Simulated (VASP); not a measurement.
AlN: single point with PBE

Crystal: AlN.

```
Al N
1.0
     0.00000    2.03452    1.97348
     2.03452    0.00000    1.97348
     2.03452    2.03452    0.00000
Al N
1 1
Direct
  0.50000 0.50000 0.50000
  0.00000 0.00000 0.00000
```

This cell differs from its parent crystal: strain +0.000 along x and y, -0.030 along z.

```
Program             : VASP 6.6.1
Task                : single point
Functional          : PBE
Potentials or basis : VASP PAW PBE potentials, release 64 (Al, N)
Cutoff              : 520 eV
k mesh              : 10 × 10 × 10
Occupations         : gaussian, width 0.05 eV
Spin                : no spin polarisation
```

```yaml
Pressure: 8.6 GPa
Band_gap_on_the_k_mesh: 4.47 eV, indirect (least direct gap 5.75 eV)
```

Stress tensor (GPa, compression positive):
```
 5.35  0.00  0.00
 0.00  5.35  0.00
 0.00  0.00 15.24
```

Levels at points of the mesh, in eV from the valence-band top:
```
           k point  band 1  band 2  band 3  band 4  band 5  band 6  band 7  band 8  band 9
(0.00, 0.00, 0.00)  -17.73   -0.23    0.00    0.00    5.75   12.01   12.01   12.41   17.30
(0.50, 0.00, 0.00)  -14.43   -8.45   -1.23   -1.12    6.11   10.68   11.43   13.38   16.16
(0.50, 0.50, 0.00)  -13.26   -7.43   -3.05   -3.05    4.47    5.02   14.37   17.15   17.15
(0.50, 0.00, 0.50)  -13.52   -7.58   -3.02   -2.63    4.75    5.32   13.98   16.96   17.98
```

It took 8 s on 1 thread of AMD EPYC 9R45 (Zen 5) (shared host), peak memory 0.11 GiB.

Caveat: the cell differs from its parent crystal (strain +0.000 along x and y, -0.030 along z). A k mesh can miss the band edges.
